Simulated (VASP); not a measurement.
Crystal: K2S.

```
S K
1.0
     0.00000    3.70276    3.70276
     3.70276    0.00000    3.70276
     3.70276    3.70276    0.00000
S K
1 2
Cartesian
  0.0000 0.0000 0.0000
  1.8514 1.8514 1.8514
  5.5541 5.5541 5.5541
```

Base run:

| Property | Result |
| --- | --- |
| Program | VASP 6.6.1 |
| Functional | PBE |
| Potentials or basis | VASP PAW PBE potentials, release 64 (S, K_sv) |
| Cutoff | 500 eV |
| k mesh | 4 × 4 × 4 |
| Occupations | gaussian, width 0.01 eV |
| Spin | no spin polarisation |

Its results: band gap on the k mesh 2.38 eV (least direct gap 2.57 eV); pressure 0.5 GPa.

**Question.** After a change of settings the same cell gave: band gap on the k mesh 2.76 eV (least direct gap 2.95 eV); pressure 0.0 GPa. Which change was it?
A. functional from PBE to r2SCAN; cutoff from 500 eV to 550 eV
B. functional from PBE to PBE0; cutoff from 500 eV to 400 eV
C. functional from PBE to HSE06; cutoff from 500 eV to 400 eV
D. k mesh from 4 × 4 × 4 to 6 × 6 × 6

**Answer.** A.

Caveats: the PAW data sets were made with another functional, which shifts forces and pressure a little (at least some runs).
